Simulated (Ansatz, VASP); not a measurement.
## Two plane-wave programs on RbHg

```
CELL_PARAMETERS angstrom
4.98678 0.00000 0.00000
-2.49339 4.31868 0.00000
0.00000 0.00000 4.82464
ATOMIC_POSITIONS crystal
Rb 0.66667 0.33333 0.50000
Hg 0.33333 0.66667 0.00000
```

Change from the starting cell: species swapped into the IrOs type (P-6m2, No. 187).

Alike in both runs: functional PBE; k mesh 12 × 12 × 12; occupations gaussian, width 0.1 eV; no spin polarisation.

Ansatz relaxed the structure, and its values are those at the end. VASP's run is a single point on that final structure, the one shown.

|  | VASP | Ansatz |
| --- | --- | --- |
| version | VASP 6.6.1 | Ansatz 0.2.0 |
| potentials or method | VASP PAW PBE potentials, release 64 (Rb_sv, Hg), cutoff 520 eV | scalar-relativistic, plane waves, PAW |
| valence electrons in the cell | 21 | 29 |

|  | VASP | Ansatz | Ansatz less VASP |
| --- | --- | --- | --- |
| gap on the k mesh at the Fermi level (eV) | none | none | - |
| pressure (GPa) | 0.0 | 0.0 | +0.01 |

A gap of «none» marks a metal or a gap that the smearing closes. VASP's potentials hold 21 valence electrons a cell and Ansatz's 29, so a difference there can come from the potentials and not from the codes.

Neither program's run includes spin-orbit coupling.
